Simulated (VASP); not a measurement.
Ba, 1 atom in the cell. It takes space group I4/mmm (No. 139, tetragonal). The conventional cell has a = 4.900 Å, b = 4.900 Å, c = 5.000 Å, α = 90.00°, β = 90.00°, γ = 90.00°. Within 5.6 Å of Ba (site symmetry 4/mmm) lie 14 Ba at 4.27 to 5.00 Å.  This cell differs from its parent crystal: equal xx and yy strain of -2 %.

```yaml
Program: VASP 6.6.1
Task: single point
Functional: PBEsol
Potentials_or_basis: VASP PAW PBE potentials, release 64 (Ba_sv)
Cutoff: 520 eV
k_mesh: 10 × 10 × 10
Occupations: fermi-dirac, width 0.05 eV
Spin: no spin polarisation
Dipole_correction: no
Further_INCAR_settings: ALGO = Normal; EDIFF = 1e-06; NBANDS = 11
```

Potentials or basis: VASP PAW PBE potentials, release 64 (Ba_sv).

The run is started by

```console
$ cat potpaw_PBE.64/Ba_sv/POTCAR > POTCAR
$ mpirun -np 1 vasp_std > vasp.out
```

Hardware: 1 thread of Intel(R) Xeon(R) 6975P-C (Granite Rapids), on a shared host.

**Question.** Estimate the wall time of this run.

**Answer.** Wall time 16 s on 1 thread of Intel(R) Xeon(R) 6975P-C (Granite Rapids) (shared host), peak memory 0.21 GiB. Counts: scf iterations 10, k points 102.
